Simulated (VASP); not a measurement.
SrO: relaxation of cell and atoms with PBE

The system is SrO.

```xyz
2
Lattice="0.0000 2.5663 2.5663 2.5663 0.0000 2.5663 2.5663 2.5663 0.0000" Properties=species:S:1:pos:R:3 pbc="T T T"
Sr    2.5663    2.5663    2.5663
O     0.0000    0.0000    0.0000
```

```json
{
 "Program": "VASP 6.6.1",
 "Task": "relaxation of cell and atoms",
 "Functional": "PBE",
 "Potentials or basis": "VASP PAW PBE potentials, release 64 (Sr_sv, O)",
 "Cutoff": "600 eV",
 "k mesh": "6 × 6 × 6",
 "Occupations": "gaussian, width 0.01 eV",
 "Spin": "no spin polarisation",
 "Target pressure": "-2 GPa",
 "Dipole correction": "no",
 "Further INCAR settings": "ALGO = Normal; EDIFF = 1e-07; IBRION = 2; EDIFFG = -0.01; NSW = 80; ISIF = 3"
}
```

```
Relaxed volume                                             : 18.06 Å³/atom
Relaxed cell                                               : a = 3.711 Å, b = 3.711 Å, c = 3.711 Å, α = 60.00°, β = 60.00°, γ = 60.00°
Space group after relaxing (to 0.1 Å)                      : Fm-3m (No. 225)
Energy change on relaxing (the run minimises the enthalpy) : -5.4 meV/atom
Ionic steps                                                : 3
Pressure after relaxing                                    : -2.0 GPa
Band gap on the k mesh                                     : 3.29 eV (least direct gap 3.42 eV)
```

Step by step:
```tsv
step	energy change (eV)	largest force (eV/Å)	pressure (GPa)	volume (Å³)
1	0.0000	0.0000	3.83	33.80
2	0.0026	0.0000	-3.50	36.90
3	-0.0108	0.0000	-1.98	36.12
```

Final structure:
```
Sr O
1.0
     0.00000    2.62376    2.62376
     2.62376    0.00000    2.62376
     2.62376    2.62376    0.00000
Sr O
1 1
Direct
  0.50000 0.50000 0.50000
  0.00000 0.00000 0.00000
```

Levels at points of the mesh, in eV from the valence-band top:
| k point | band 4 | band 5 | band 6 | band 7 | band 8 | band 9 | band 10 | band 11 | band 12 |
| --- | --- | --- | --- | --- | --- | --- | --- | --- | --- |
| (0.00, 0.00, 0.00) | -14.31 | -14.31 | 0.00 | 0.00 | 0.00 | 3.56 | 6.07 | 6.07 | 6.07 |
| (0.50, 0.00, 0.00) | -14.38 | -13.13 | -2.06 | -1.02 | -1.02 | 6.29 | 7.97 | 8.50 | 8.50 |
| (0.50, 0.50, 0.00) | -14.61 | -14.61 | -0.53 | -0.12 | -0.12 | 3.29 | 7.35 | 9.77 | 9.85 |

Run time: 23 s on 1 thread of Intel(R) Xeon(R) Platinum 8488C (Sapphire Rapids), with other jobs on the host, peak memory 0.17 GiB.

Caveat: the cell is relaxed towards a set pressure, so the run minimises the enthalpy, not the energy. A k mesh can miss the band edges.
